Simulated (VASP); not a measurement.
# Li4S5 (P3m1) in VASP: single point with PBE+D3(BJ)

Aim: the single point of Li4S5 with PBE+D3(BJ).

Everything below comes from runs of VASP 6.6.1. Logs are shortened: lines on timing, memory, paths and dates and some standing lists are left out, and cuts for length are marked.

### Step 1. The cell of the first run

The structure is trigonal, space group P3m1 (No. 156). Conventional cell: a = 3.143 Å, b = 3.143 Å, c = 16.460 Å, α = 90.00°, β = 90.00°, γ = 120.00°. Li (site symmetry 3m) has 2 S at 2.20 Å within 2.9 Å. Li (site symmetry 3m) has 6 S at 2.51 to 2.54 Å and 6 Li at 3.14 Å within 3.3 Å. Within 3.2 Å of Li (site symmetry 3m) lie 6 S at 2.40 to 2.61 Å and 6 Li at 3.14 Å. Li (site symmetry 3m) has 6 S at 2.38 to 2.62 Å and 6 Li at 3.14 Å within 3.2 Å. Within 2.9 Å of S (site symmetry 3m) lie 4 Li at 2.20 to 2.38 Å. Within 2.9 Å of S (site symmetry 3m) lie 4 Li at 2.20 to 2.54 Å. S (site symmetry 3m) has 6 Li at 2.40 to 2.51 Å and 6 S at 3.14 Å within 3.2 Å. S (site symmetry 3m) has 9 S at 2.46 to 3.14 Å and 3 Li at 2.61 Å within 3.3 Å.

### Step 2. Single point, PBE+D3(BJ)

Contents of POSCAR:

```
Li4S5
1.0
    3.1430687440      0.0000000000      0.0000000000
   -1.5715343720      2.7219773782      0.0000000000
    0.0000000000      0.0000000000     16.4601491748
Li S
4 5
Direct
    0.0000000000      0.0000000000      0.1283124813
    0.3333333333      0.6666666667      0.3703107431
    0.6666666667      0.3333333333      0.5707521020
    0.3333333333      0.6666666667      0.9010323433
    0.0000000000      0.0000000000      0.9946692661
    0.0000000000      0.0000000000      0.2619925901
    0.0000000000      0.0000000000      0.4757330047
    0.3333333333      0.6666666667      0.6846899073
    0.0000000000      0.0000000000      0.7859090719
```

Contents of INCAR.step1:

```
PREC = Accurate
ENCUT = 520
EDIFF = 1E-7
ISMEAR = 0
SIGMA = 0.1
LREAL = F
LASPH = T
NELM = 80
ALGO = Normal
ISIF = 2
LWAVE = F
LCHARG = T
GGA = PE
IVDW = 12
NBANDS = 31
```

Contents of KPOINTS.step1:

```
Automatic mesh
0
Gamma
  12 12 4
```

Contents of INCAR.step2:

```
PREC = Accurate
ENCUT = 520
EDIFF = 1E-7
ISMEAR = -5
SIGMA = 0.1
LREAL = F
LASPH = T
NELM = 80
ALGO = Normal
ISIF = 2
LWAVE = F
LCHARG = F
GGA = PE
IVDW = 12
LORBIT = 11
NEDOS = 1001
ICHARG = 11
```

Contents of KPOINTS.step2:

```
Automatic mesh
0
Gamma
  18 18 6
```

Potentials or basis: VASP PAW PBE potentials, release 64 (Li_sv, S).

The run is started by

```bash
cat potpaw_PBE.64/Li_sv/POTCAR potpaw_PBE.64/S/POTCAR > POTCAR
cp INCAR.step1 INCAR
cp KPOINTS.step1 KPOINTS
mpirun -np 1 vasp_std > vasp.out
cp INCAR.step2 INCAR
cp KPOINTS.step2 KPOINTS
mpirun -np 1 vasp_std > vasp.out
```

OUTCAR:

```text
PREC = Accurate
   ENCUT = 520
   EDIFF = 1E-7
   ISMEAR = -5
   LREAL = F
   LASPH = T
   NELM = 80
   ISIF = 2
   GGA = PE
   IVDW = 12
   LORBIT = 11
   ICHARG = 11
 IVDW          = 12

 ion  position               nearest neighbor table
   1  0.000  0.000  0.128-   5 2.20   6 2.20
   2  0.333  0.667  0.370-   7 2.51   7 2.51   7 2.51   6 2.54   6 2.54   6 2.54
   3  0.667  0.333  0.571-   7 2.40   7 2.40   7 2.40   8 2.61   8 2.61   8 2.61
   4  0.333  0.667  0.901-   5 2.38   5 2.38   5 2.38   9 2.62   9 2.62   9 2.62
   5  0.000  0.000  0.995-   1 2.20   4 2.38   4 2.38   4 2.38
   6  0.000  0.000  0.262-   1 2.20   2 2.54   2 2.54   2 2.54
   7  0.000  0.000  0.476-   3 2.40   3 2.40   3 2.40   2 2.51   2 2.51   2 2.51
   8  0.333  0.667  0.685-   9 2.46   9 2.46   9 2.46   3 2.61   3 2.61   3 2.61
   9  0.000  0.000  0.786-   8 2.46   8 2.46   8 2.46   4 2.62   4 2.62   4 2.62

  LATTYP: Found a hexagonal cell.
 ALAT       =     3.1430687440
 C/A-ratio  =     5.2369675993

  Lattice vectors:

 A1 = (   3.1430687440,   0.0000000000,   0.0000000000)
 A2 = (  -1.5715343720,   2.7219773782,   0.0000000000)
 A3 = (   0.0000000000,   0.0000000000,  16.4601491748)

Analysis of symmetry for initial positions (statically):
=====================================================================
 Subroutine PRICEL returns:
 Original cell was already a primitive cell.

 Routine SETGRP: Setting up the symmetry group for a
 hexagonal supercell.

 Subroutine GETGRP returns: Found  6 space group operations
 (whereof  6 operations were pure point group operations)
 out of a pool of 24 trial point group operations.

The static configuration has the point symmetry C_3v.

Analysis of symmetry for dynamics (positions and initial velocities):
=====================================================================
 Subroutine PRICEL returns:
 Original cell was already a primitive cell.

 Routine SETGRP: Setting up the symmetry group for a
 hexagonal supercell.

 Subroutine GETGRP returns: Found  6 space group operations
 (whereof  6 operations were pure point group operations)
 out of a pool of 24 trial point group operations.

The dynamic configuration has the point symmetry C_3v.

 Subroutine INISYM returns: Found  6 space group operations
 (whereof  6 operations are pure point group operations),
 and found     1 'primitive' translations

----------------------------------------------------------------------------------------

                                     Primitive cell

  volume of cell :     140.8225

  direct lattice vectors                    reciprocal lattice vectors
     3.143068744  0.000000000  0.000000000     0.318160397  0.183689991  0.000000000
    -1.571534372  2.721977378  0.000000000     0.000000000  0.367379982  0.000000000
     0.000000000  0.000000000 16.460149175     0.000000000  0.000000000  0.060752791

  length of vectors
     3.143068744  3.143068744 16.460149175     0.367379982  0.367379982  0.060752791

  position of ions in fractional coordinates (direct lattice)
     0.000000000  0.000000000  0.128312481
     0.333333333  0.666666667  0.370310743
     0.666666667  0.333333333  0.570752102
     0.333333333  0.666666667  0.901032343
     0.000000000  0.000000000  0.994669266
     0.000000000  0.000000000  0.261992590
     0.000000000  0.000000000  0.475733005
     0.333333333  0.666666667  0.684689907
     0.000000000  0.000000000  0.785909072

  ion indices of the primitive-cell ions
   primitive index   ion index
                 1           1
                 2           2
                 3           3
                 4           4
                 5           5
                 6           6
                 7           7
                 8           8
                 9           9

----------------------------------------------------------------------------------------

 KPOINTS: Automatic mesh

Automatic generation of k-mesh.
 Grid dimensions read from file:
 generate k-points for:   18   18    6

 Generating k-lattice:

  Cartesian coordinates                     Fractional coordinates (reciprocal lattice)
     0.017675578  0.010204999  0.000000000     0.055555556 -0.000000000  0.000000000
     0.000000000  0.020409999  0.000000000     0.000000000  0.055555556  0.000000000
     0.000000000  0.000000000  0.010125465     0.000000000  0.000000000  0.166666667

  Length of vectors
     0.020409999  0.020409999  0.010125465

  Shift w.r.t. Gamma in fractional coordinates (k-lattice)
     0.000000000  0.000000000  0.000000000

 TETIRR: Found   2825 inequivalent tetrahedra from    11664

 Subroutine IBZKPT returns following result:
 ===========================================

 Found    202 irreducible k-points:

 Following reciprocal coordinates:
            Coordinates               Weight
  0.000000  0.000000  0.000000      1.000000
  0.055556 -0.000000  0.000000      6.000000
  0.111111 -0.000000  0.000000      6.000000
  0.166667  0.000000  0.000000      6.000000
  0.222222 -0.000000  0.000000      6.000000
  0.277778  0.000000  0.000000      6.000000
[... 16 lines left out ...]
  0.333333  0.111111  0.000000     12.000000
  0.388889  0.111111  0.000000     12.000000
 [... further k-points ...]
   k-points           NKPTS =    202   k-points in BZ     NKDIM =    202   number of bands    NBANDS=     26
   number of dos      NEDOS =   1001   number of ions     NIONS =      9
   total plane-waves  NPLWV =  72576
   dimension x,y,z NGX =    24 NGY =   24 NGZ =  126
   dimension x,y,z NGXF=    48 NGYF=   48 NGZF=  252
   ions per type =               4   5
   NGX,Y,Z   is equivalent  to a cutoff of  12.69, 12.69, 12.73 a.u.
   NGXF,Y,Z  is equivalent  to a cutoff of  25.39, 25.39, 25.45 a.u.
 SYSTEM =  unknown system
   PREC   = accura    normal or accurate (medium, high low for compatibility)
   ISTART =      0    job   : 0-new  1-cont  2-samecut
   ICHARG =     11    charge: 1-file 2-atom 10-const
   ISPIN  =      1    spin polarized calculation?
   LNONCOLLINEAR =      F non collinear calculations
   LSORBIT =      F    spin-orbit coupling
   LASPH  =      T    aspherical Exc in radial PAW
   ENCUT  =  520.0 eV  38.22 Ry    6.18 a.u.   5.84  5.84 30.60*2*pi/ulx,y,z
   NELM   =     80;   NELMIN=  2; NELMDL=  0     # of ELM steps
   EDIFF  = 0.1E-06   stopping-criterion for ELM
   LREAL  =      F    real-space projection
   EDIFFG = 0.1E-05   stopping-criterion for IOM
   NSW    =      0    number of steps for IOM
   IBRION =     -1    ionic relax: 0-MD 1-quasi-New 2-CG
   NFREE  =      0    steps in history (QN), initial steepest desc. (CG)
   ISIF   =      2    stress and relaxation
   ISYM   =      2    0-nonsym 1-usesym 2-fastsym
   POTIM  = 0.5000    time-step for ionic-motion
   TEBEG  =    0.0;   TEEND  =   0.0 temperature during run
   PSTRESS=    0.0 pullay stress
   NELECT =      42.0000    total number of electrons
   NUPDOWN=      -1.0000    fix difference up-down
   EMIN   =  10.00;   EMAX   =-10.00  energy-range for DOS
   EFERMI =   0.00;   METHOD = LEGACY
   ISMEAR =    -5;   SIGMA  =   0.10  broadening in eV -4-tet -1-fermi 0-gaus
   EFERMI_NEDOS =   21; number of points for ismear=-14 and -15
   IALGO  =     38    algorithm
   IMIX   =      4    mixing-type and parameters
     AMIX     =   0.40;   BMIX     =  1.00
     AMIX_MAG =   1.60;   BMIX_MAG =  1.00
  volume/ion in A,a.u.               =      15.65       105.59
  Fermi-wavevector in a.u.,A,eV,Ry     =   1.093790  2.066963 16.277686  1.196376
  Thomas-Fermi vector in A             =   2.230082
   LORBIT       =     11    0 simple, 1 ext, 2 COOP (PROOUT), +10 PAW based schemes
   GGA     = PE    functional components
   LHFCALC =     F    Hartree Fock is set to
   AEXX    =    0.0000 exact exchange contribution
   IVDW    =    12    specifies the selected vdW correction
   LEPSILON=     F    determine dielectric tensor
   LRPA    =     F    only Hartree local field effects (RPA)
 non-spin polarized calculation
 Fermi weights with tetrahedron method with Bloechl corrections
  energy-cutoff  :      520.00
  volume of cell :      140.82
 maximum number of plane-waves:      3820

 number of electron      41.9999997 magnetization

 Free energy of the ion-electron system (eV)
  ---------------------------------------------------
  ext. energy  EPLUGINS =         0.00000000
  ---------------------------------------------------
  free energy    TOTEN  =       -30.74662161 eV

  energy without entropy =      -30.74662161  energy(sigma->0) =      -30.74662161

 E-fermi :   4.2050     XC(G=0):  -9.4216

 val. band max:        4.2160819509   @ k =   0.4444   0.1111   0.0000
 cond. band min:       4.2154591850   @ k =   0.2778   0.0556   0.5000
 fundamental gap:     -0.0006227659
 Fermi energy:         4.2050448714

 k-point     1 :       0.0000    0.0000    0.0000
  band No.  band energies     occupation
      1     -41.8383      2.00000
      2     -41.0529      2.00000
      3     -40.9091      2.00000
      4     -40.8525      2.00000
      5     -12.3194      2.00000
      6      -8.9810      2.00000
[... 18 lines left out ...]
     25       7.1480      0.00000
     26       9.5251      0.00000
[... 644 lines left out ...]
      4     -40.8427      2.00000
      5      -9.6439      2.00000
      6      -7.8292      2.00000
[... 18 lines left out ...]
     25       6.7474      0.00000
     26       8.9488      0.00000

 [... further k-points ...]

------------------------ aborting loop because EDIFF is reached ----------------------------------------

 Edisp (eV)   -2.69592

 E8    (eV) :    -1.0310

  FORCE on cell =-STRESS in cart. coord.  units (eV):
  Direction    XX          YY          ZZ          XY          YZ          ZX
  --------------------------------------------------------------------------------------
  -------------------------------------------------------------------------------------
  Total      -0.19032    -0.19032    -0.01438     0.00000    -0.00000     0.00000
  in kB      -2.16532    -2.16532    -0.16363     0.00000    -0.00000     0.00000
  external pressure =       -1.50 kB  Pullay stress =        0.00 kB

 VOLUME and BASIS-vectors are now :
 -----------------------------------------------------------------------------
  energy-cutoff  :      520.00
  volume of cell :      140.82
      direct lattice vectors                 reciprocal lattice vectors
     3.143068744  0.000000000  0.000000000     0.318160397  0.183689991  0.000000000
    -1.571534372  2.721977378  0.000000000     0.000000000  0.367379982  0.000000000
     0.000000000  0.000000000 16.460149175     0.000000000  0.000000000  0.060752791

 POSITION                                       TOTAL-FORCE (eV/Angst)
 -----------------------------------------------------------------------------------
      0.00000      0.00000      2.11204         0.000000      0.000000     -0.006916
     -0.00000      1.81465      6.09537         0.000000      0.000000     -0.020285
      1.57153      0.90733      9.39466         0.000000     -0.000000      0.010187
     -0.00000      1.81465     14.83113        -0.000000      0.000000      0.033949
      0.00000      0.00000     16.37240         0.000000      0.000000     -0.038753
      0.00000      0.00000      4.31244         0.000000      0.000000      0.013338
      0.00000      0.00000      7.83064         0.000000      0.000000     -0.003107
     -0.00000      1.81465     11.27010         0.000000      0.000000     -0.042230
      0.00000      0.00000     12.93618         0.000000      0.000000      0.053816
 -----------------------------------------------------------------------------------
    total drift:                                0.000471     -0.000271      0.001234

  FREE ENERGIE OF THE ION-ELECTRON SYSTEM (eV)
  ---------------------------------------------------
  free  energy   TOTEN  =       -33.4425367665 eV

  energy  without entropy=      -33.4425367665  energy(sigma->0) =      -33.44253677

 total charge

# of ion       s       p       d       tot
------------------------------------------
    1        2.035   0.065   0.000   2.100
    2        2.017   0.054   0.000   2.071
    3        2.023   0.064   0.000   2.087
    4        2.024   0.065   0.000   2.090
    5        1.367   2.313   0.000   3.679
    6        1.376   2.257   0.000   3.634
    7        1.364   2.314   0.000   3.678
    8        1.397   2.160   0.000   3.557
    9        1.399   2.145   0.000   3.544
--------------------------------------------------
tot         15.003  11.437   0.000  26.440
```

Wall time 16 min (1 thread of Oxide Virtual Turin-like, shared host); peak memory 0.59 GiB.

What came out:

| Quantity | Value |
| --- | --- |
| Valence electrons inside the program's atomic spheres | Li 2.10, 2.07, 2.09 (each value once); S 3.68, 3.63, 3.56, 3.54 (each value once) |
| Dispersion energy per atom | -0.300 eV |

Levels at points of the mesh, in eV from the Fermi level:
```
           k point  band 18  band 19  band 20  band 21  band 22  band 23  band 24  band 25  band 26
(0.00, 0.00, 0.00)     1.04     1.30     1.30     1.35     1.35     1.48     1.48     2.94     5.32
(0.50, 0.00, 0.00)    -1.65    -0.88    -0.45    -0.22    -0.15     0.10     0.76     2.27     4.26
(0.00, 0.00, 0.50)     1.04     1.30     1.30     1.35     1.35     1.48     1.48     2.98     5.79
(0.50, 0.00, 0.50)    -1.61    -0.90    -0.45    -0.23    -0.13     0.10     0.76     2.29     4.23
```

Caveat: the cutoff is under 1.25 times the usual one of these potentials, so pressure, stress and relaxed cells hold a basis-set (Pulay) error.
